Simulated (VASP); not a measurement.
TlBr: single point with PBEsol

Crystal: TlBr.

```
Tl Br
1.0
     3.91453    0.00000    0.00000
     0.00000    3.91453    0.00000
     0.00000    0.00000    3.91453
Tl Br
1 1
Direct
  0.00000 0.00000 0.00000
  0.50000 0.50000 0.50000
```

```yaml
Program: VASP 6.6.1
Task: single point
Functional: PBEsol
Potentials_or_basis: VASP PAW PBE potentials, release 64 (Tl_d, Br)
Cutoff: 500 eV
k_mesh: 6 × 6 × 6
Occupations: gaussian, width 0.01 eV
Spin: no spin polarisation
```

```json
{
 "Pressure": "0.0 GPa",
 "Band gap on the k mesh": "1.59 eV, direct"
}
```

Levels at points of the mesh, in eV from the valence-band top:
| k point | band 6 | band 7 | band 8 | band 9 | band 10 | band 11 | band 12 | band 13 | band 14 | band 15 |
| --- | --- | --- | --- | --- | --- | --- | --- | --- | --- | --- |
| (0.00, 0.00, 0.00) | -9.97 | -4.85 | -1.55 | -1.55 | -1.55 | 6.72 | 6.72 | 7.33 | 7.33 | 7.33 |
| (0.50, 0.00, 0.00) | -9.96 | -5.92 | -0.97 | -0.97 | 0.00 | 1.59 | 5.66 | 5.66 | 7.67 | 10.29 |
| (0.50, 0.50, 0.00) | -9.90 | -3.91 | -3.34 | -3.34 | -0.89 | 4.84 | 4.84 | 7.48 | 7.50 | 10.39 |
| (0.50, 0.50, 0.50) | -9.90 | -2.78 | -2.20 | -2.20 | -2.20 | 1.81 | 1.81 | 1.81 | 12.95 | 12.95 |

It took 11 s on 1 thread of Intel(R) Xeon(R) 6975P-C (Granite Rapids), with other jobs on the host, peak memory 0.17 GiB.

Caveat: the PAW data sets were made with another functional, which shifts forces and pressure a little; spin-orbit coupling is left out, which moves the levels of the heavy elements. A k mesh can miss the band edges.
